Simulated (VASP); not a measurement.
# TiO (P-6m2) in VASP: relaxation of shape and atoms at fixed volume with r2SCAN

Aim: the relaxation of shape and atoms at fixed volume of TiO with r2SCAN.

Everything below comes from runs of VASP 6.6.1. Logs are shortened: lines on timing, memory, paths and dates and some standing lists are left out, and cuts for length are marked.

## Step 1: The cell of the first run

Symmetry: P-6m2, No. 187, hexagonal system. Conventional cell: a = 2.860 Å, b = 2.860 Å, c = 2.870 Å, α = 90.00°, β = 90.00°, γ = 120.00°. Ti (site symmetry -6m2) has 6 O at 2.19 Å and 8 Ti at 2.86 to 2.87 Å within 2.9 Å. Within 2.9 Å of O (site symmetry -6m2) lie 6 Ti at 2.19 Å and 8 O at 2.86 to 2.87 Å.

## Step 2: Relaxation of shape and atoms at fixed volume, r2SCAN (10.17 Å³/atom)

Contents of POSCAR:

```
TiO
1.0
    2.8604904571      0.0000000000      0.0000000000
   -1.4302452285      2.4772574031      0.0000000000
    0.0000000000      0.0000000000      2.8699824938
Ti O
1 1
Direct
    0.6666666667      0.3333333333      0.0000000000
    0.0000000000      0.0000000000      0.5000000000
```

Contents of INCAR.step1:

```
PREC = Accurate
ENCUT = 600
ISMEAR = 0
SIGMA = 0.1
LREAL = F
LASPH = T
NELM = 80
GGA = PE
ALGO = Normal
EDIFF = 1E-4
LWAVE = T
LCHARG = F
```

Contents of INCAR.step2:

```
PREC = Accurate
ENCUT = 600
EDIFF = 1E-6
ISMEAR = 0
SIGMA = 0.1
LREAL = F
LASPH = T
NELM = 80
ALGO = Normal
ISIF = 4
LWAVE = F
LCHARG = F
METAGGA = R2SCAN
LMIXTAU = T
IBRION = 2
NSW = 50
EDIFFG = -0.01
ISTART = 1
```

Contents of KPOINTS:

```
regular mesh
0
Gamma
  18 18 14
```

Potentials or basis: VASP PAW PBE potentials, release 64 (Ti_sv, O).

Command:

```sh
cat potpaw_PBE.64/Ti_sv/POTCAR potpaw_PBE.64/O/POTCAR > POTCAR
cp INCAR.step1 INCAR
mpirun -np 1 vasp_std > vasp.out
cp INCAR.step2 INCAR
mpirun -np 1 vasp_std > vasp.out
```

OUTCAR:

```text
PREC = Accurate
   ENCUT = 600
   EDIFF = 1E-6
   ISMEAR = 0
   LREAL = F
   LASPH = T
   NELM = 80
   ISIF = 4
   METAGGA = R2SCAN
   IBRION = 2
   NSW = 50
   EDIFFG = -0.01
   ISTART = 1

 ion  position               nearest neighbor table
   1  0.667  0.333  0.000-   2 2.19   2 2.19   2 2.19   2 2.19   2 2.19   2 2.19
   2  0.000  0.000  0.500-   1 2.19   1 2.19   1 2.19   1 2.19   1 2.19   1 2.19

  LATTYP: Found a hexagonal cell.
 ALAT       =     2.8604904571
 C/A-ratio  =     1.0033183249

  Lattice vectors:

 A1 = (   2.8604904571,   0.0000000000,   0.0000000000)
 A2 = (  -1.4302452285,   2.4772574031,   0.0000000000)
 A3 = (   0.0000000000,   0.0000000000,   2.8699824938)

Analysis of symmetry for initial positions (statically):
=====================================================================
 Subroutine PRICEL returns:
 Original cell was already a primitive cell.

 Routine SETGRP: Setting up the symmetry group for a
 hexagonal supercell.

 Subroutine GETGRP returns: Found 12 space group operations
 (whereof 12 operations were pure point group operations)
 out of a pool of 24 trial point group operations.

The static configuration has the point symmetry D_3h.

Analysis of symmetry for dynamics (positions and initial velocities):
=====================================================================
 Subroutine PRICEL returns:
 Original cell was already a primitive cell.

 Routine SETGRP: Setting up the symmetry group for a
 hexagonal supercell.

 Subroutine GETGRP returns: Found 12 space group operations
 (whereof 12 operations were pure point group operations)
 out of a pool of 24 trial point group operations.

The dynamic configuration has the point symmetry D_3h.

 Subroutine INISYM returns: Found 12 space group operations
 (whereof 12 operations are pure point group operations),
 and found     1 'primitive' translations

----------------------------------------------------------------------------------------

                                     Primitive cell

  volume of cell :      20.3372

  direct lattice vectors                    reciprocal lattice vectors
     2.860490457  0.000000000  0.000000000     0.349590399  0.201836111  0.000000000
    -1.430245229  2.477257403  0.000000000     0.000000000  0.403672222  0.000000000
     0.000000000  0.000000000  2.869982494     0.000000000  0.000000000  0.348434181

  length of vectors
     2.860490457  2.860490457  2.869982494     0.403672222  0.403672222  0.348434181

  position of ions in fractional coordinates (direct lattice)
     0.666666667  0.333333333  0.000000000
     0.000000000  0.000000000  0.500000000

  ion indices of the primitive-cell ions
   primitive index   ion index
                 1           1
                 2           2

----------------------------------------------------------------------------------------

 KPOINTS: regular mesh

Automatic generation of k-mesh.
 Grid dimensions read from file:
 generate k-points for:   18   18   14

 Generating k-lattice:

  Cartesian coordinates                     Fractional coordinates (reciprocal lattice)
     0.019421689  0.011213117  0.000000000     0.055555556  0.000000000  0.000000000
     0.000000000  0.022426235  0.000000000     0.000000000  0.055555556  0.000000000
     0.000000000  0.000000000  0.024888156     0.000000000  0.000000000  0.071428571

  Length of vectors
     0.022426235  0.022426235  0.024888156

  Shift w.r.t. Gamma in fractional coordinates (k-lattice)
     0.000000000  0.000000000  0.000000000

 Subroutine IBZKPT returns following result:
 ===========================================

 Found    296 irreducible k-points:

 Following reciprocal coordinates:
            Coordinates               Weight
  0.000000  0.000000  0.000000      1.000000
  0.055556 -0.000000  0.000000      6.000000
  0.111111 -0.000000  0.000000      6.000000
  0.166667  0.000000  0.000000      6.000000
  0.222222 -0.000000  0.000000      6.000000
  0.277778  0.000000  0.000000      6.000000
[... 16 lines left out ...]
  0.333333  0.111111  0.000000     12.000000
  0.388889  0.111111  0.000000     12.000000
 [... further k-points ...]
   k-points           NKPTS =    296   k-points in BZ     NKDIM =    296   number of bands    NBANDS=     13
   number of dos      NEDOS =    301   number of ions     NIONS =      2
   total plane-waves  NPLWV =  13824
   dimension x,y,z NGX =    24 NGY =   24 NGZ =   24
   dimension x,y,z NGXF=    48 NGYF=   48 NGZF=   48
   ions per type =               1   1
   NGX,Y,Z   is equivalent  to a cutoff of  13.95, 13.95, 13.90 a.u.
   NGXF,Y,Z  is equivalent  to a cutoff of  27.90, 27.90, 27.80 a.u.
 SYSTEM =  unknown system
   PREC   = accura    normal or accurate (medium, high low for compatibility)
   ISTART =      1    job   : 0-new  1-cont  2-samecut
   ICHARG =      0    charge: 1-file 2-atom 10-const
   ISPIN  =      1    spin polarized calculation?
   LNONCOLLINEAR =      F non collinear calculations
   LSORBIT =      F    spin-orbit coupling
   LASPH  =      T    aspherical Exc in radial PAW
   ENCUT  =  600.0 eV  44.10 Ry    6.64 a.u.   5.71  5.71  5.73*2*pi/ulx,y,z
   NELM   =     80;   NELMIN=  2; NELMDL=  0     # of ELM steps
   EDIFF  = 0.1E-05   stopping-criterion for ELM
   LREAL  =      F    real-space projection
   EDIFFG = -.1E-01   stopping-criterion for IOM
   NSW    =     50    number of steps for IOM
   IBRION =      2    ionic relax: 0-MD 1-quasi-New 2-CG
   NFREE  =      1    steps in history (QN), initial steepest desc. (CG)
   ISIF   =      4    stress and relaxation
   ISYM   =      2    0-nonsym 1-usesym 2-fastsym
   POTIM  = 0.5000    time-step for ionic-motion
   TEBEG  =    0.0;   TEEND  =   0.0 temperature during run
   PSTRESS=    0.0 pullay stress
   NELECT =      18.0000    total number of electrons
   NUPDOWN=      -1.0000    fix difference up-down
   EMIN   =  10.00;   EMAX   =-10.00  energy-range for DOS
   EFERMI =   0.00;   METHOD = LEGACY
   ISMEAR =     0;   SIGMA  =   0.10  broadening in eV -4-tet -1-fermi 0-gaus
   EFERMI_NEDOS =   21; number of points for ismear=-14 and -15
   IALGO  =     38    algorithm
   IMIX   =      4    mixing-type and parameters
     AMIX     =   0.40;   BMIX     =  1.00
     AMIX_MAG =   1.60;   BMIX_MAG =  1.00
  volume/ion in A,a.u.               =      10.17        68.62
  Fermi-wavevector in a.u.,A,eV,Ry     =   1.571817  2.970304 33.614680  2.470609
  Thomas-Fermi vector in A             =   2.673344
   LORBIT       =      0    0 simple, 1 ext, 2 COOP (PROOUT), +10 PAW based schemes
   METAGGA = R2SCAN    functional components
   LHFCALC =     F    Hartree Fock is set to
   AEXX    =    0.0000 exact exchange contribution
   IVDW    =     0    specifies the selected vdW correction
   LEPSILON=     F    determine dielectric tensor
   LRPA    =     F    only Hartree local field effects (RPA)
 conjugate gradient relaxation of ions
 non-spin polarized calculation
 Gauss-broadening in eV      SIGMA  =   0.10
  energy-cutoff  :      600.00
  volume of cell :       20.34
 maximum number of plane-waves:       696
 NGX is ok and might be reduce to    24
   NGX = 11   NGY = 11   NGZ = 11

--------------------------------------- Ionic step        1  -------------------------------------------

 number of electron      18.0000005 magnetization

 Free energy of the ion-electron system (eV)
  ---------------------------------------------------
  ext. energy  EPLUGINS =         0.00000000
  ---------------------------------------------------
  free energy    TOTEN  =       -24.34497618 eV

  energy without entropy =      -24.34478780  energy(sigma->0) =      -24.34488199

------------------------ aborting loop because EDIFF is reached ----------------------------------------

  FORCE on cell =-STRESS in cart. coord.  units (eV):
  Direction    XX          YY          ZZ          XY          YZ          ZX
  --------------------------------------------------------------------------------------
  -------------------------------------------------------------------------------------
  Total       -1.4863052     -1.4863052     -1.5234435     -0.0000000     -0.0000000      0.0000000
  in kB     -117.0921263   -117.0921263   -120.0179095     -0.0000000     -0.0000000      0.0000000
  external PRESSURE =    -118.0673873 kB  Pullay stress =       0.0000000 kB

 VOLUME and BASIS-vectors are now :
 -----------------------------------------------------------------------------
  energy-cutoff  :      600.00
  volume of cell :       20.34
      direct lattice vectors                 reciprocal lattice vectors
     2.860490457  0.000000000  0.000000000     0.349590399  0.201836111  0.000000000
    -1.430245229  2.477257403  0.000000000     0.000000000  0.403672222  0.000000000
     0.000000000  0.000000000  2.869982494     0.000000000  0.000000000  0.348434181

 POSITION                                       TOTAL-FORCE (eV/Angst)
 -----------------------------------------------------------------------------------
      1.43025      0.82575      0.00000         0.000000      0.000000      0.000000
      0.00000      0.00000      1.43499        -0.000000     -0.000000      0.000000
 -----------------------------------------------------------------------------------
    total drift:                               -0.000001      0.000000      0.000000

  FREE ENERGIE OF THE ION-ELECTRON SYSTEM (eV)
  ---------------------------------------------------
  free  energy   TOTEN  =       -24.3449761757 eV

  energy  without entropy=      -24.3447878050  energy(sigma->0) =      -24.34488199

--------------------------------------- Ionic step        2  -------------------------------------------

 number of electron      18.0000004 magnetization

 Free energy of the ion-electron system (eV)
  ---------------------------------------------------
  ext. energy  EPLUGINS =         0.00000000
  ---------------------------------------------------
  free energy    TOTEN  =       -24.34498458 eV

  energy without entropy =      -24.34479316  energy(sigma->0) =      -24.34488887

 E-fermi :  10.7960     XC(G=0): -13.3576

 val. band max:       10.7616921446   @ k =   0.0000   0.0000   0.3571
 cond. band min:      10.8118221507   @ k =   0.0000   0.0000   0.5000
 fundamental gap:      0.0501300061
 Fermi energy:        10.7960141645

 k-point     1 :       0.0000    0.0000    0.0000
  band No.  band energies     occupation
      1     -49.4729      2.00000
      2     -24.6155      2.00000
      3     -24.3099      2.00000
      4     -24.3099      2.00000
      5     -12.0974      2.00000
      6       4.9940      2.00000
      7       4.9940      2.00000
      8       5.1393      2.00000
      9       7.8253      2.00000
     10      12.3370      0.00000
     11      12.3488      0.00000
     12      12.3488      0.00000
     13      12.9759      0.00000

 k-point     2 :       0.0556   -0.0000    0.0000
  band No.  band energies     occupation
      1     -49.4696      2.00000
      2     -24.6125      2.00000
      3     -24.3333      2.00000
      4     -24.3146      2.00000
      5     -12.0640      2.00000
      6       4.8478      2.00000
      7       5.0032      2.00000
      8       5.1064      2.00000
      9       7.8841      2.00000
     10      12.2830      0.00000
     11      12.3727      0.00000
[... 339 lines left out ...]
 k-point    24 :       0.3889    0.1111    0.0000
  band No.  band energies     occupation
      1     -49.3629      2.00000
      2     -24.9966      2.00000
      3     -24.5170      2.00000
      4     -24.5119      2.00000
      5     -10.9706      2.00000
      6       1.9840      2.00000
      7       4.2273      2.00000
      8       4.7803      2.00000
      9       8.8286      2.00000
     10      12.1781      0.00000
     11      12.2507      0.00000
     12      13.1489      0.00000
     13      13.9375      0.00000

 [... further k-points ...]

------------------------ aborting loop because EDIFF is reached ----------------------------------------

  FORCE on cell =-STRESS in cart. coord.  units (eV):
  Direction    XX          YY          ZZ          XY          YZ          ZX
  --------------------------------------------------------------------------------------
  -------------------------------------------------------------------------------------
  Total       -1.4993947     -1.4993947     -1.4907028     -0.0000000      0.0000000      0.0000000
  in kB     -118.1233239   -118.1233239   -117.4385729     -0.0000000      0.0000000      0.0000000
  external PRESSURE =    -117.8950736 kB  Pullay stress =       0.0000000 kB

 VOLUME and BASIS-vectors are now :
 -----------------------------------------------------------------------------
  energy-cutoff  :      600.00
  volume of cell :       20.34
      direct lattice vectors                 reciprocal lattice vectors
     2.861344879 -0.000000000  0.000000000     0.349486008  0.201775841  0.000000000
    -1.430672440  2.477997355 -0.000000000     0.000000000  0.403551682  0.000000000
     0.000000000 -0.000000000  2.868268746    -0.000000000 -0.000000000  0.348642365

 POSITION                                       TOTAL-FORCE (eV/Angst)
 -----------------------------------------------------------------------------------
      1.43067      0.82600      0.00000        -0.000000      0.000000      0.000000
      1.43067      2.47800      1.43413         0.000000     -0.000000     -0.000000
 -----------------------------------------------------------------------------------
    total drift:                               -0.000001      0.000000      0.000000

  FREE ENERGIE OF THE ION-ELECTRON SYSTEM (eV)
  ---------------------------------------------------
  free  energy   TOTEN  =       -24.3449845772 eV

  energy  without entropy=      -24.3447931634  energy(sigma->0) =      -24.34488887

 reached required accuracy - stopping structural energy minimisation
```

It took 7.9 min on 1 thread of Intel Xeon 8259CL, shared host; peak memory 0.24 GiB.

Results:

* Free energy: -24.3450 eV
* Energy gained by relaxing: 0.0 meV/atom
* Ionic steps: 2
* Pressure after relaxing: -11.8 GPa
* Band gap on the k mesh: zero (bands 9 and 10 overlap by 0.03 eV)

Final structure:
```
CELL_PARAMETERS angstrom
2.86134 0.00000 0.00000
-1.43067 2.47800 0.00000
0.00000 0.00000 2.86827
ATOMIC_POSITIONS crystal
Ti 0.66667 0.33333 0.00000
O 0.00000 0.00000 0.50000
```

Levels at points of the mesh, in eV from the Fermi level:
```
           k point  band 5  band 6  band 7  band 8  band 9  band 10  band 11  band 12  band 13
(0.00, 0.00, 0.00)  -22.89   -5.80   -5.80   -5.66   -2.97     1.54     1.55     1.55     2.18
(0.50, 0.00, 0.00)  -21.77   -9.02   -6.59   -5.61   -2.42     1.73     1.79     2.79     2.80
(0.00, 0.00, 0.50)  -21.82   -9.40   -5.45   -5.45    0.02     0.02     0.55     2.01     2.01
(0.50, 0.00, 0.50)  -21.83   -8.11   -7.98   -6.69   -0.94     1.79     2.71     2.76     3.51
```

Caveat: the PAW data sets were made with another functional, which shifts forces and pressure a little; semilocal functionals often make such compounds metallic where correlation or magnetic order opens a gap, which also shifts bond lengths.

The gap in the log of VASP goes by the Fermi energy; the results here count the filled bands.